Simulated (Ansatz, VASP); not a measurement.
One calculation of InGa3As4, two programs

```
In Ga As
1.0
     4.13409    0.00000    0.00000
     0.00000    4.13409    0.00000
     0.00000    0.00000   11.76055
In Ga As
1 3 4
Direct
  0.50000 0.50000 0.00000
  0.00000 0.00000 0.74095
  0.00000 0.00000 0.25905
  0.50000 0.50000 0.50000
  0.50000 0.00000 0.13971
  0.00000 0.50000 0.37959
  0.50000 0.00000 0.62041
  0.00000 0.50000 0.86029
```

Alike in both runs: functional PBE; k mesh 10 × 10 × 4; occupations gaussian, width 0.1 eV; no spin polarisation.

Ansatz relaxed the structure, and its values are those at the end. VASP's run is a single point on that final structure, the one shown.

```csv
,VASP,Ansatz
version,VASP 6.6.1,Ansatz 0.2.0
potentials or method,"VASP PAW PBE potentials, release 64 (In_d, Ga_d, As), cutoff 520 eV","scalar-relativistic, plane waves, PAW"
valence electrons in the cell,72,112
```

|  | VASP | Ansatz | Ansatz less VASP |
| --- | --- | --- | --- |
| gap on the k mesh at the Fermi level (eV) | none | none | - |
| pressure (GPa) | 0.1 | 0.0 | -0.13 |

A gap of «none» marks a metal or a gap that the smearing closes. VASP's potentials hold 72 valence electrons a cell and Ansatz's 112, so a difference there can come from the potentials and not from the codes.
